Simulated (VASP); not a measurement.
Set up this calculation in VASP 6.6.1, as the native input.

```yaml
Task: single point
Functional: PBE
Potentials_or_basis: VASP PAW PBE potentials, release 64 (Al, N)
Cutoff: 520 eV
k_mesh: 7 × 7 × 7
Occupations: gaussian, width 0.01 eV
Spin: no spin polarisation
Dipole_correction: no
Further_INCAR_settings: ALGO = Normal; EDIFF = 1e-06; NBANDS = 11
```

The structure of AlN lies in POSCAR:

```
AlN
1.0
    0.0000000000      2.2407458732      2.2407458732
    2.2407458732      0.0000000000      2.2407458732
    2.2407458732      2.2407458732      0.0000000000
Al N
1 1
Direct
    0.0000000000      0.0000000000      0.0000000000
    0.7500000000      0.7500000000      0.7500000000
```

The input as run:

INCAR

```
PREC = Accurate
ENCUT = 520
EDIFF = 1E-6
ISMEAR = 0
SIGMA = 0.01
LREAL = F
LASPH = T
NELM = 80
ALGO = Normal
ISIF = 2
LWAVE = F
LCHARG = F
GGA = PE
NBANDS = 11
```

KPOINTS

```
Automatic mesh
0
Gamma
  7 7 7
```

Potentials or basis: VASP PAW PBE potentials, release 64 (Al, N).

Launch:

```sh
$ cat potpaw_PBE.64/Al/POTCAR potpaw_PBE.64/N/POTCAR > POTCAR
$ mpirun -np 1 vasp_std > vasp.out
```

Results of the run:

```
Pressure               : -9.5 GPa
Band gap on the k mesh : 3.53 eV, direct
```

Run time: 2.1 s on 1 thread of Intel(R) Xeon(R) 6975P-C (Granite Rapids), on a shared host, peak memory 0.12 GiB.
